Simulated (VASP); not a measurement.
# AlN in VASP: a series of runs, part 2 of 2

VASP 6.6.1. The steps go on from the part before.

### Step 3. Single point, HSE06

This run uses another cell than the first one: it holds 16 atoms, not 4.

The input, POSCAR:

```
AlN
1.0
    6.2595139102      0.0000000601      0.0000000000
   -3.1297570100      5.4208980298      0.0000000000
    0.0000000000      0.0000000000      5.0174032950
Al N
8 8
Direct
    0.3335524029      0.1664661886      0.5000247806
    0.3335524029      0.6664661886      0.5000247806
    0.8335524029      0.1664661886      0.5000247806
    0.8335524029      0.6664661886      0.5000247806
    0.1664661886      0.3335524029      0.0000247806
    0.1664661886      0.8335524029      0.0000247806
    0.6664661886      0.3335524029      0.0000247806
    0.6664661886      0.8335524029      0.0000247806
    0.3319615438      0.1680198647      0.8799752194
    0.1680198647      0.3319615438      0.3799752194
    0.3319615438      0.6680198647      0.8799752194
    0.1680198647      0.8319615438      0.3799752194
    0.8319615438      0.1680198647      0.8799752194
    0.6680198647      0.3319615438      0.3799752194
    0.8319615438      0.6680198647      0.8799752194
    0.6680198647      0.8319615438      0.3799752194
```

The input, INCAR.step1:

```
  PREC = Accurate
  ENCUT = 520
  EDIFF = 1E-5
  ISMEAR = -1
  SIGMA = 0.01
  LREAL = Auto
  LASPH = True
  NELM = 120
  ALGO = Normal
  ISIF = 2
  LWAVE = True
  LCHARG = False
  NBANDS = 46
  GGA = PE
  GGA_COMPAT = False
  ISYM = -1
```

The input, INCAR.step2:

```
  PREC = Accurate
  ENCUT = 520
  EDIFF = 1E-6
  ISMEAR = -1
  SIGMA = 0.01
  LREAL = Auto
  LASPH = True
  NELM = 120
  ALGO = Normal
  ISIF = 2
  LWAVE = False
  LCHARG = False
  GGA = PE
  LHFCALC = True
  HFSCREEN = 0.2079
  PRECFOCK = Fast
  NBANDS = 46
  ISTART = 1
  GGA_COMPAT = False
  ISYM = -1
```

The input, KPOINTS:

```
explicit points
2
Reciprocal
  0.25000000   0.25000000   0.12500000 1
  0.25000000   0.25000000   0.62500000 1
```

Potentials or basis: VASP PAW PBE potentials, release 64 (Al, N).

Run with:

```console
$ cat potpaw_PBE.64/Al/POTCAR potpaw_PBE.64/N/POTCAR > POTCAR
$ cp INCAR.step1 INCAR
$ mpirun -np 1 vasp_std > vasp.out
$ cp INCAR.step2 INCAR
$ mpirun -np 1 vasp_std > vasp.out
```

OUTCAR:

```text
PREC = Accurate
   ENCUT = 520
   EDIFF = 1E-6
   ISMEAR = -1
   LREAL = Auto
   LASPH = True
   NELM = 120
   ISIF = 2
   GGA = PE
   LHFCALC = True
   HFSCREEN = 0.2079
   PRECFOCK = Fast
   ISTART = 1
   ISYM = -1

 ion  position               nearest neighbor table
   1  0.334  0.166  0.500-  10 1.89   9 1.91  14 1.91  12 1.91   6 3.09   6 3.09   7 3.09   7 3.09
                             5 3.09   5 3.09   4 3.13   4 3.13   2 3.13   2 3.13   3 3.13   3 3.13
   2  0.334  0.666  0.500-  12 1.89  11 1.91  16 1.91  10 1.91   5 3.09   5 3.09   8 3.09   8 3.09
                             6 3.09   6 3.09   3 3.13   3 3.13   1 3.13   1 3.13   4 3.13   4 3.13
   3  0.834  0.166  0.500-  14 1.89  13 1.91  10 1.91  16 1.91   8 3.09   8 3.09   5 3.09   5 3.09
                             7 3.09   7 3.09   2 3.13   2 3.13   4 3.13   4 3.13   1 3.13   1 3.13
   4  0.834  0.666  0.500-  16 1.89  15 1.91  12 1.91  14 1.91   7 3.09   7 3.09   6 3.09   6 3.09
                             8 3.09   8 3.09   1 3.13   1 3.13   3 3.13   3 3.13   2 3.13   2 3.13
   5  0.166  0.334  0.000-   9 1.89  10 1.91  11 1.91  13 1.91   2 3.09   2 3.09   3 3.09   3 3.09
                             1 3.09   1 3.09   8 3.13   8 3.13   6 3.13   6 3.13   7 3.13   7 3.13
   6  0.166  0.834  0.000-  11 1.89  12 1.91   9 1.91  15 1.91   1 3.09   1 3.09   4 3.09   4 3.09
                             2 3.09   2 3.09   7 3.13   7 3.13   5 3.13   5 3.13   8 3.13   8 3.13
   7  0.666  0.334  0.000-  13 1.89  14 1.91  15 1.91   9 1.91   4 3.09   4 3.09   1 3.09   1 3.09
                             3 3.09   3 3.09   6 3.13   6 3.13   8 3.13   8 3.13   5 3.13   5 3.13
   8  0.666  0.834  0.000-  15 1.89  16 1.91  13 1.91  11 1.91   3 3.09   3 3.09   2 3.09   2 3.09
                             4 3.09   4 3.09   5 3.13   5 3.13   7 3.13   7 3.13   6 3.13   6 3.13
   9  0.332  0.168  0.880-   5 1.89   1 1.91   6 1.91   7 1.91
  10  0.168  0.332  0.380-   1 1.89   5 1.91   3 1.91   2 1.91
  11  0.332  0.668  0.880-   6 1.89   2 1.91   5 1.91   8 1.91
  12  0.168  0.832  0.380-   2 1.89   6 1.91   4 1.91   1 1.91
  13  0.832  0.168  0.880-   7 1.89   3 1.91   8 1.91   5 1.91
  14  0.668  0.332  0.380-   3 1.89   7 1.91   1 1.91   4 1.91
  15  0.832  0.668  0.880-   8 1.89   4 1.91   7 1.91   6 1.91
  16  0.668  0.832  0.380-   4 1.89   8 1.91   2 1.91   3 1.91

IMPORTANT INFORMATION: All symmetrisations will be switched off!
NOSYMM: (Re-)initialisation of all symmetry stuff for point group C_1.

----------------------------------------------------------------------------------------

                                     Primitive cell

  volume of cell :     170.2515

  direct lattice vectors                    reciprocal lattice vectors
     6.259513910  0.000000060  0.000000000     0.159756813  0.092235641  0.000000000
    -3.129757010  5.420898030  0.000000000    -0.000000002  0.184471279  0.000000000
     0.000000000  0.000000000  5.017403295     0.000000000  0.000000000  0.199306283

  length of vectors
     6.259513910  6.259513910  5.017403295     0.184471279  0.184471279  0.199306283

  position of ions in fractional coordinates (direct lattice)
     0.333552403  0.166466189  0.500024781
     0.333552403  0.666466189  0.500024781
     0.833552403  0.166466189  0.500024781
     0.833552403  0.666466189  0.500024781
     0.166466189  0.333552403  0.000024781
     0.166466189  0.833552403  0.000024781
[... 8 lines left out ...]
     0.831961544  0.668019865  0.879975219
     0.668019865  0.831961544  0.379975219

  ion indices of the primitive-cell ions
   primitive index   ion index
                 1           1
                 2           2
                 3           3
                 4           4
                 5           5
                 6           6
[... 8 lines left out ...]
                15          15
                16          16
[... 31 lines left out ...]
   EDIFF  = 0.1E-05   stopping-criterion for ELM
   LREAL  =      T    real-space projection
   EDIFFG = 0.1E-04   stopping-criterion for IOM
   NSW    =      0    number of steps for IOM
   IBRION =     -1    ionic relax: 0-MD 1-quasi-New 2-CG
   NFREE  =      0    steps in history (QN), initial steepest desc. (CG)
   ISIF   =      2    stress and relaxation
   ISYM   =     -1    0-nonsym 1-usesym 2-fastsym
   POTIM  = 0.5000    time-step for ionic-motion
   TEBEG  =    0.0;   TEEND  =   0.0 temperature during run
   PSTRESS=    0.0 pullay stress
   NELECT =      64.0000    total number of electrons
   NUPDOWN=      -1.0000    fix difference up-down
   EMIN   =  10.00;   EMAX   =-10.00  energy-range for DOS
   EFERMI =   0.00;   METHOD = LEGACY
   ISMEAR =    -1;   SIGMA  =   0.01  broadening in eV -4-tet -1-fermi 0-gaus
   EFERMI_NEDOS =   21; number of points for ismear=-14 and -15
   IALGO  =     38    algorithm
   IMIX   =      1    mixing-type and parameters
     AMIX     =   0.40;   BMIX     =  1.00
     AMIX_MAG =   1.60;   BMIX_MAG =  1.00
  volume/ion in A,a.u.               =      10.64        71.81
  Fermi-wavevector in a.u.,A,eV,Ry     =   1.181511  2.232733 18.993310  1.395969
  Thomas-Fermi vector in A             =   2.317783
   LORBIT       =      0    0 simple, 1 ext, 2 COOP (PROOUT), +10 PAW based schemes
   GGA     = PE    functional components
   LHFCALC =     T    Hartree Fock is set to
   PRECFOCK=fast      Normal, Fast or Accurate (Low or Medium for compatibility)
   ENCUT4O =  -1.0   cutoff for four orbital integrals eV
   NKREDX  =     1    reduce k-point grid by
   NKREDY  =     1    reduce k-point grid by
   NKREDZ  =     1    reduce k-point grid by
   AEXX    =    0.2500 exact exchange contribution
   HFSCREEN=    0.2079 screening length (either q_TF or 0.3 A-1)
   HFSCREENC=   0.2079 screening length for correlation (either q_TF or 0.3 A-1)
   ENCUTFOCK=  -1.0 apply spherical cutoff to Coloumb kernel
   IVDW    =     0    specifies the selected vdW correction
   LEPSILON=     F    determine dielectric tensor
   LRPA    =     F    only Hartree local field effects (RPA)
 non-spin polarized calculation
  energy-cutoff  :      520.00
  volume of cell :      170.25
 maximum number of plane-waves:      4583
 NGX is ok and might be reduce to    48
  NGX = 24; NGY = 24; NGZ = 20

 number of electron      63.9999993 magnetization

 Free energy of the ion-electron system (eV)
  ---------------------------------------------------
  ext. energy  EPLUGINS =         0.00000000
  ---------------------------------------------------
  free energy    TOTEN  =      -141.89176458 eV

  energy without entropy =     -141.89176458  energy(sigma->0) =     -141.89176458

 E-fermi :   4.8822     XC(G=0):  -8.9487

 val. band max:        4.5800201469   @ k =   0.2500   0.2500   0.1250
 cond. band min:      11.7675045735   @ k =   0.2500   0.2500   0.1250
 fundamental gap:      7.1874844266
 Fermi energy:         4.8821612900

 k-point     1 :       0.2500    0.2500    0.1250
  band No.  band energies     occupation
      1     -10.9284      2.00000
      2     -10.2666      2.00000
      3     -10.2666      2.00000
      4      -9.1772      2.00000
      5      -9.1670      2.00000
      6      -8.9146      2.00000
[... 36 lines left out ...]
     43      15.1378      0.00000
     44      15.6015      0.00000

 k-point     2 :       0.2500    0.2500    0.6250
  band No.  band energies     occupation
      1     -10.4958      2.00000
      2      -9.9090      2.00000
      3      -9.9090      2.00000
      4      -9.7822      2.00000
      5      -9.3493      2.00000
      6      -9.3493      2.00000
[... 36 lines left out ...]
     43      15.5335      0.00000
     44      15.5568      0.00000
 [bands above 44 left out]

------------------------ aborting loop because EDIFF is reached ----------------------------------------

  FORCE on cell =-STRESS in cart. coord.  units (eV):
  Direction    XX          YY          ZZ          XY          YZ          ZX
  --------------------------------------------------------------------------------------
  -------------------------------------------------------------------------------------
  Total       -5.9114711    -11.0460021     -2.8416102     -4.4466345      0.1150523      0.0664251
  in kB      -55.6307981   -103.9500840    -26.7414052    -41.8457306      1.0827169      0.6251034
  external PRESSURE =     -62.1074291 kB  Pullay stress =       0.0000000 kB

 VOLUME and BASIS-vectors are now :
 -----------------------------------------------------------------------------
  energy-cutoff  :      520.00
  volume of cell :      170.25
      direct lattice vectors                 reciprocal lattice vectors
     6.259513910  0.000000060  0.000000000     0.159756813  0.092235641  0.000000000
    -3.129757010  5.420898030  0.000000000    -0.000000002  0.184471279  0.000000000
     0.000000000  0.000000000  5.017403295     0.000000000  0.000000000  0.199306283

 POSITION                                       TOTAL-FORCE (eV/Angst)
 -----------------------------------------------------------------------------------
      1.56688      0.90240      2.50883        -0.005352      0.003061      0.026681
      0.00200      3.61285      2.50883        -0.005352      0.003062      0.026680
      4.69663      0.90240      2.50883        -0.005352      0.003062      0.026681
      3.13176      3.61285      2.50883        -0.005352      0.003062      0.026681
     -0.00194      1.80815      0.00012         0.005327     -0.003105      0.026681
     -1.56682      4.51860      0.00012         0.005327     -0.003104      0.026681
[... 8 lines left out ...]
      3.11694      3.62127      4.41519        -0.000906      0.000551     -0.026681
      1.57764      4.50998      1.90649         0.000930     -0.000509     -0.026681
 -----------------------------------------------------------------------------------
    total drift:                               -0.000229     -0.000397      0.026324

  FREE ENERGIE OF THE ION-ELECTRON SYSTEM (eV)
  ---------------------------------------------------
  free  energy   TOTEN  =      -141.8917645751 eV

  energy  without entropy=     -141.8917645751  energy(sigma->0) =     -141.89176458
```

Run time: 80 s. Hardware: 1 thread of AMD EPYC 9R45 (Zen 5), shared host; peak memory 0.35 GiB.

Results:

| Quantity | Value |
| --- | --- |
| Free energy | -141.8918 eV |
| Pressure | -6.2 GPa |
| Largest force | 0.027 eV/Å |
| Band gap on the k mesh | 7.19 eV |

Forces in eV/Å, atoms in the order of the input:
```
Al  -0.005  0.003  0.027
Al  -0.005  0.003  0.027
Al  -0.005  0.003  0.027
Al  -0.005  0.003  0.027
Al   0.005 -0.003  0.027
Al   0.005 -0.003  0.027
Al   0.005 -0.003  0.027
Al   0.005 -0.003  0.027
N   -0.001  0.001 -0.027
N    0.001 -0.001 -0.027
N   -0.001  0.001 -0.027
N    0.001 -0.001 -0.027
N   -0.001  0.001 -0.027
N    0.001 -0.001 -0.027
N   -0.001  0.001 -0.027
N    0.001 -0.001 -0.027
```

Stress tensor (GPa, compression positive):
```
 -5.56  -4.18   0.06
 -4.18 -10.40   0.11
  0.06   0.11  -2.67
```

Caveat: the cell stands under tension; the PAW data sets were made with another functional, which shifts forces and pressure a little; a shifted mesh leaves out Γ, where band edges can lie. A k mesh can miss the band edges.
